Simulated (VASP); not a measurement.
# Zn3SeS2 (P6_3mc) in VASP: single point with PBE

Aim: the single point of Zn3SeS2 with PBE.

Program: VASP 6.6.1. These are calculated values, not measurements. Logs are shortened: lines on timing, memory, paths and dates and some standing lists are left out, and cuts for length are marked.

### Step 1. The cell of the first run

Symmetry: P6_3mc, No. 186, hexagonal system. The conventional cell has a = 3.912 Å, b = 3.912 Å, c = 19.268 Å, α = 90.00°, β = 90.00°, γ = 120.00°. Zn (site symmetry 3m) has 1 S at 2.36 Å and 3 Se at 2.44 Å within 3.1 Å. Within 3.1 Å of Zn (site symmetry 3m) lie 3 S at 2.38 Å and 1 Se at 2.48 Å. Zn (site symmetry 3m) has 4 S at 2.37 to 2.38 Å within 3.1 Å. Within 3.2 Å of Se (site symmetry 3m) lie 4 Zn at 2.44 to 2.48 Å. S (site symmetry 3m) has 4 Zn at 2.36 to 2.38 Å within 3.1 Å. S (site symmetry 3m) has 4 Zn at 2.37 to 2.38 Å within 3.1 Å.

### Step 2. Single point, PBE

The input, INCAR:

```
SYSTEM = Zn3SeS2
  ALGO = Normal
  EDIFF = 1E-7
  ENCUT = 520
  GGA = PE
  ISIF = 2
  ISMEAR = 0
  LASPH = .TRUE.
  LCHARG = .FALSE.
  LREAL = .FALSE.
  LWAVE = .FALSE.
  NBANDS = 66
  NELM = 100
  PREC = Accurate
  SIGMA = 0.02
```

The input, KPOINTS:

```
k-points
0
G
  12 12 2
  0 0 0
```

The input, POSCAR:

```
Zn3SeS2
1.0
    3.9121029561      0.0000000000      0.0000000000
   -1.9560514780      3.3879805422      0.0000000000
    0.0000000000      0.0000000000     19.2675249211
Zn Se S
6 2 4
Direct
    0.3333333333      0.6666666667      0.0068868136
    0.3333333333      0.6666666667      0.3301872827
    0.3333333333      0.6666666667      0.6684445991
    0.6666666667      0.3333333333      0.1684445991
    0.6666666667      0.3333333333      0.5068868136
    0.6666666667      0.3333333333      0.8301872827
    0.3333333333      0.6666666667      0.4591167075
    0.6666666667      0.3333333333      0.9591167075
    0.3333333333      0.6666666667      0.1291392405
    0.3333333333      0.6666666667      0.7912253466
    0.6666666667      0.3333333333      0.2912253466
    0.6666666667      0.3333333333      0.6291392405
```

Potentials or basis: VASP PAW PBE potentials, release 64 (Zn, Se, S).

The run is started by

```sh
$ cat potpaw_PBE.64/Zn/POTCAR potpaw_PBE.64/Se/POTCAR potpaw_PBE.64/S/POTCAR > POTCAR
$ mpirun -np 1 vasp_std > vasp.out
```

OUTCAR:

```text
SYSTEM = Zn3SeS2
   EDIFF = 1E-7
   ENCUT = 520
   GGA = PE
   ISIF = 2
   ISMEAR = 0
   LASPH = .TRUE.
   LREAL = .FALSE.
   NELM = 100
   PREC = Accurate

 ion  position               nearest neighbor table
   1  0.333  0.667  0.007-   9 2.36   8 2.44   8 2.44   8 2.44
   2  0.333  0.667  0.330-  11 2.38  11 2.38  11 2.38   7 2.48
   3  0.333  0.667  0.668-  10 2.37  12 2.38  12 2.38  12 2.38
   4  0.667  0.333  0.168-  11 2.37   9 2.38   9 2.38   9 2.38
   5  0.667  0.333  0.507-  12 2.36   7 2.44   7 2.44   7 2.44
   6  0.667  0.333  0.830-  10 2.38  10 2.38  10 2.38   8 2.48
   7  0.333  0.667  0.459-   5 2.44   5 2.44   5 2.44   2 2.48
   8  0.667  0.333  0.959-   1 2.44   1 2.44   1 2.44   6 2.48
   9  0.333  0.667  0.129-   1 2.36   4 2.38   4 2.38   4 2.38
  10  0.333  0.667  0.791-   3 2.37   6 2.38   6 2.38   6 2.38
  11  0.667  0.333  0.291-   4 2.37   2 2.38   2 2.38   2 2.38
  12  0.667  0.333  0.629-   5 2.36   3 2.38   3 2.38   3 2.38

  LATTYP: Found a hexagonal cell.
 ALAT       =     3.9121029561
 C/A-ratio  =     4.9251068127

  Lattice vectors:

 A1 = (   3.9121029561,   0.0000000000,   0.0000000000)
 A2 = (  -1.9560514780,   3.3879805422,   0.0000000000)
 A3 = (   0.0000000000,   0.0000000000,  19.2675249211)

Analysis of symmetry for initial positions (statically):
=====================================================================
 Subroutine PRICEL returns:
 Original cell was already a primitive cell.

 Routine SETGRP: Setting up the symmetry group for a
 hexagonal supercell.

 Subroutine GETGRP returns: Found 12 space group operations
 (whereof  6 operations were pure point group operations)
 out of a pool of 24 trial point group operations.

The static configuration has the point symmetry C_3v.
 The point group associated with its full space group is C_6v.

Analysis of symmetry for dynamics (positions and initial velocities):
=====================================================================
 Subroutine PRICEL returns:
 Original cell was already a primitive cell.

 Routine SETGRP: Setting up the symmetry group for a
 hexagonal supercell.

 Subroutine GETGRP returns: Found 12 space group operations
 (whereof  6 operations were pure point group operations)
 out of a pool of 24 trial point group operations.

The dynamic configuration has the point symmetry C_3v.
[... 129 lines left out ...]
   TEBEG  =    0.0;   TEEND  =   0.0 temperature during run
   PSTRESS=    0.0 pullay stress
   NELECT =     108.0000    total number of electrons
   NUPDOWN=      -1.0000    fix difference up-down
   EMIN   =  10.00;   EMAX   =-10.00  energy-range for DOS
   EFERMI =   0.00;   METHOD = LEGACY
   ISMEAR =     0;   SIGMA  =   0.02  broadening in eV -4-tet -1-fermi 0-gaus
   EFERMI_NEDOS =   21; number of points for ismear=-14 and -15
   IALGO  =     38    algorithm
   IMIX   =      4    mixing-type and parameters
     AMIX     =   0.40;   BMIX     =  1.00
     AMIX_MAG =   1.60;   BMIX_MAG =  1.00
  volume/ion in A,a.u.               =      21.28       143.61
  Fermi-wavevector in a.u.,A,eV,Ry     =   1.228826  2.322144 20.544977  1.510013
  Thomas-Fermi vector in A             =   2.363737
   LORBIT       =      0    0 simple, 1 ext, 2 COOP (PROOUT), +10 PAW based schemes
   GGA     = PE    functional components
   LHFCALC =     F    Hartree Fock is set to
   AEXX    =    0.0000 exact exchange contribution
   IVDW    =     0    specifies the selected vdW correction
   LEPSILON=     F    determine dielectric tensor
   LRPA    =     F    only Hartree local field effects (RPA)
 non-spin polarized calculation
 Gauss-broadening in eV      SIGMA  =   0.02
  energy-cutoff  :      520.00
  volume of cell :      255.37
 maximum number of plane-waves:      6936
 NGX is ok and might be reduce to    30
   NGX = 15   NGY = 15   NGZ = 71

 number of electron     107.9999955 magnetization

 Free energy of the ion-electron system (eV)
  ---------------------------------------------------
  ext. energy  EPLUGINS =         0.00000000
  ---------------------------------------------------
  free energy    TOTEN  =       -39.30162091 eV

  energy without entropy =      -39.30162091  energy(sigma->0) =      -39.30162091

 E-fermi :   2.0661     XC(G=0):  -9.3940

 val. band max:        1.9543508338   @ k =   0.0000   0.0000   0.0000
 cond. band min:       3.4391664404   @ k =   0.0000   0.0000   0.0000
 fundamental gap:      1.4848156066
 Fermi energy:         2.0661097284

 k-point     1 :       0.0000    0.0000    0.0000
  band No.  band energies     occupation
      1     -11.3164      2.00000
      2     -11.1607      2.00000
      3     -11.0981      2.00000
      4     -10.7171      2.00000
      5     -10.7109      2.00000
      6     -10.4792      2.00000
[... 1645 lines left out ...]
     65       7.7975      0.00000
     66       7.7975      0.00000

 [... further k-points ...]

------------------------ aborting loop because EDIFF is reached ----------------------------------------

  FORCE on cell =-STRESS in cart. coord.  units (eV):
  Direction    XX          YY          ZZ          XY          YZ          ZX
  --------------------------------------------------------------------------------------
  -------------------------------------------------------------------------------------
  Total        0.2774160      0.2774160      0.3094657      0.0000000     -0.0000000      0.0000000
  in kB        1.7404638      1.7404638      1.9415381      0.0000000     -0.0000000      0.0000000
  external PRESSURE =       1.8074886 kB  Pullay stress =       0.0000000 kB

 VOLUME and BASIS-vectors are now :
 -----------------------------------------------------------------------------
  energy-cutoff  :      520.00
  volume of cell :      255.37
      direct lattice vectors                 reciprocal lattice vectors
     3.912102956  0.000000000  0.000000000     0.255616995  0.147580541  0.000000000
    -1.956051478  3.387980542  0.000000000     0.000000000  0.295161081  0.000000000
     0.000000000  0.000000000 19.267524921     0.000000000  0.000000000  0.051900802

 POSITION                                       TOTAL-FORCE (eV/Angst)
 -----------------------------------------------------------------------------------
     -0.00000      2.25865      0.13269        -0.000000      0.000000      0.004398
     -0.00000      2.25865      6.36189         0.000000      0.000000     -0.006419
     -0.00000      2.25865     12.87927        -0.000000      0.000000     -0.002373
      1.95605      1.12933      3.24551        -0.000000     -0.000000     -0.002373
      1.95605      1.12933      9.76645        -0.000000      0.000000      0.004398
      1.95605      1.12933     15.99565        -0.000000      0.000000     -0.006419
     -0.00000      2.25865      8.84604         0.000000      0.000000     -0.002492
      1.95605      1.12933     18.47981         0.000000     -0.000000     -0.002492
     -0.00000      2.25865      2.48819        -0.000000      0.000000      0.004078
     -0.00000      2.25865     15.24495         0.000000      0.000000      0.002807
      1.95605      1.12933      5.61119        -0.000000      0.000000      0.002807
      1.95605      1.12933     12.12196         0.000000     -0.000000      0.004078
 -----------------------------------------------------------------------------------
    total drift:                               -0.000001     -0.000002     -0.001278

  FREE ENERGIE OF THE ION-ELECTRON SYSTEM (eV)
  ---------------------------------------------------
  free  energy   TOTEN  =       -39.3016209128 eV

  energy  without entropy=      -39.3016209128  energy(sigma->0) =      -39.30162091
```

OSZICAR:

```text
N       E                     dE             d eps       ncg     rms          rms(c)
DAV:   1     0.932635117041E+03    0.93264E+03   -0.48415E+04  5016   0.192E+03
DAV:   2     0.104610505940E+03   -0.82802E+03   -0.79631E+03  5016   0.460E+02
DAV:   3    -0.332166513018E+02   -0.13783E+03   -0.13450E+03  5602   0.167E+02
DAV:   4    -0.414628554331E+02   -0.82462E+01   -0.81975E+01  5854   0.407E+01
DAV:   5    -0.416067408236E+02   -0.14389E+00   -0.14371E+00  5872   0.540E+00    0.145E+01
DAV:   6    -0.392450820616E+02    0.23617E+01   -0.49391E+00  7286   0.400E+01    0.112E+01
DAV:   7    -0.394159570522E+02   -0.17087E+00   -0.66649E+00  5766   0.843E+00    0.405E+00
DAV:   8    -0.393013342372E+02    0.11462E+00   -0.47255E-01  6456   0.688E+00    0.142E+00
DAV:   9    -0.393010127310E+02    0.32151E-03   -0.13785E-01  6462   0.303E+00    0.623E-01
DAV:  10    -0.393008596217E+02    0.15311E-03   -0.61268E-03  5896   0.135E+00    0.384E-01
DAV:  11    -0.393010205490E+02   -0.16093E-03   -0.13650E-03  5766   0.203E-01    0.330E-01
DAV:  12    -0.393014160912E+02   -0.39554E-03   -0.25354E-04  5662   0.218E-01    0.150E-01
DAV:  13    -0.393016069356E+02   -0.19084E-03   -0.48837E-04  5508   0.326E-01    0.523E-02
DAV:  14    -0.393016157486E+02   -0.88130E-05   -0.10810E-04  5880   0.599E-02    0.403E-02
DAV:  15    -0.393016163810E+02   -0.63241E-06   -0.10571E-05  6308   0.470E-02    0.184E-02
DAV:  16    -0.393016203555E+02   -0.39745E-05   -0.10656E-05  6304   0.423E-02    0.839E-03
DAV:  17    -0.393016209215E+02   -0.56602E-06   -0.58857E-06  5878   0.175E-02    0.380E-03
DAV:  18    -0.393016209128E+02    0.86748E-08   -0.28684E-07  4456   0.120E-02
   1 F= -.39301621E+02 E0= -.39301621E+02  d E =-.215335E-17
```

stdout:

```text
POSCAR found type information on POSCAR ZnSeS
 POSCAR found :  3 types and      12 ions
 scaLAPACK will be used
 LDA part: xc-table for (Slater+PW92), standard interpolation
 POSCAR, INCAR and KPOINTS ok, starting setup
 FFT: planning ... GRIDC
 FFT: planning ... GRID_SOFT
 FFT: planning ... GRID
 WAVECAR not read
 entering main loop
```

It took 13 min on 1 thread of Oxide Virtual Turin-like, shared host; peak memory 0.63 GiB.

Results:

* Free energy: -39.3016 eV
* Pressure: 0.2 GPa
* Largest force: 0.006 eV/Å
* Band gap on the k mesh: 1.48 eV

Forces on the atoms (eV/Å):
```
Zn   0.000  0.000  0.004
Zn   0.000  0.000 -0.006
Zn   0.000  0.000 -0.002
Zn   0.000  0.000 -0.002
Zn   0.000  0.000  0.004
Zn   0.000  0.000 -0.006
Se   0.000  0.000 -0.002
Se   0.000  0.000 -0.002
S    0.000  0.000  0.004
S    0.000  0.000  0.003
S    0.000  0.000  0.003
S    0.000  0.000  0.004
```

A k mesh can miss the band edges.
